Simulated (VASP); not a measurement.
## C: single point with r2SCAN

Crystal: C.

```
CELL_PARAMETERS angstrom
0.00000 1.87924 1.59735
1.87924 0.00000 1.59735
1.87924 1.87924 0.00000
ATOMIC_POSITIONS crystal
C 0.50000 0.50000 0.50000
C 0.75000 0.75000 0.75000
```

This cell differs from its parent crystal: ratio of the length along z to the lengths across it x 0.85, volume and fractional coordinates fixed.

```json
{
 "Program": "VASP 6.6.1",
 "Task": "single point",
 "Functional": "r2SCAN",
 "Potentials or basis": "VASP PAW PBE potentials, release 64 (C_h)",
 "Cutoff": "910 eV",
 "k mesh": "12 × 12 × 12",
 "Occupations": "gaussian, width 0.05 eV",
 "Spin": "no spin polarisation"
}
```

```json
{
  "Pressure": "0.0 GPa",
  "Band gap on the k mesh": "0.34 eV, indirect (least direct gap 3.29 eV)"
}
```

Stress tensor (GPa, compression positive):
```
-44.65   0.00   0.00
  0.00 -44.65   0.00
  0.00   0.00  89.22
```

Levels at points of the mesh, in eV from the valence-band top:
| k point | band 1 | band 2 | band 3 | band 4 | band 5 | band 6 | band 7 | band 8 |
| --- | --- | --- | --- | --- | --- | --- | --- | --- |
| (0.00, 0.00, 0.00) | -24.18 | -2.17 | -2.17 | 0.00 | 3.29 | 5.44 | 5.44 | 12.20 |
| (0.50, 0.00, 0.00) | -18.09 | -15.44 | -5.72 | -3.14 | 4.96 | 6.73 | 10.62 | 15.66 |
| (0.50, 0.50, 0.00) | -13.21 | -13.21 | -9.61 | -9.61 | 1.10 | 1.10 | 16.89 | 16.89 |
| (0.50, 0.00, 0.50) | -15.84 | -15.84 | -7.05 | -7.05 | 5.16 | 5.16 | 15.01 | 15.01 |

Wall time 68 s on 1 thread of Intel(R) Xeon(R) Platinum 8488C (Sapphire Rapids), with other jobs on the host, peak memory 0.16 GiB.

Caveat: the cutoff is under 1.25 times the usual one of these potentials, so pressure, stress and relaxed cells hold a basis-set (Pulay) error; the PAW data sets were made with another functional, which shifts forces and pressure a little. A k mesh can miss the band edges.
